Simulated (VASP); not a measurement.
Sn, 1 atom in the cell. It takes space group Immm (No. 71, orthorhombic). The conventional cell has a = 3.453 Å, b = 3.551 Å, c = 4.677 Å, α = 90.00°, β = 90.00°, γ = 90.00°. Sn (site symmetry mmm) has 12 Sn at 3.41 to 3.55 Å within 4.5 Å. 

| Property | Result |
| --- | --- |
| Program | VASP 6.6.1 |
| Task | single point |
| Functional | r2SCAN |
| Potentials or basis | VASP PAW PBE potentials, release 64 (Sn_d) |
| Cutoff | 520 eV |
| k mesh | 11 × 11 × 11 |
| Occupations | methfessel-paxton, width 0.05 eV |
| Spin | no spin polarisation |
| Dipole correction | no |
| Further INCAR settings | ALGO = Normal; EDIFF = 1e-06; NBANDS = 13 |

Potentials or basis: VASP PAW PBE potentials, release 64 (Sn_d).

The run is started by

```console
$ cat potpaw_PBE.64/Sn_d/POTCAR > POTCAR
$ cp INCAR.step1 INCAR
$ mpirun -np 1 vasp_std > vasp.out
$ cp INCAR.step2 INCAR
$ mpirun -np 1 vasp_std > vasp.out
```

Hardware: 1 thread of Intel(R) Xeon(R) Platinum 8488C (Sapphire Rapids), with other jobs on the host.

**Question.** Estimate the wall time of this run.

**Answer.** Run time: 2.8 min on 1 thread of Intel(R) Xeon(R) Platinum 8488C (Sapphire Rapids), with other jobs on the host, peak memory 0.22 GiB. Counts: k points 216.
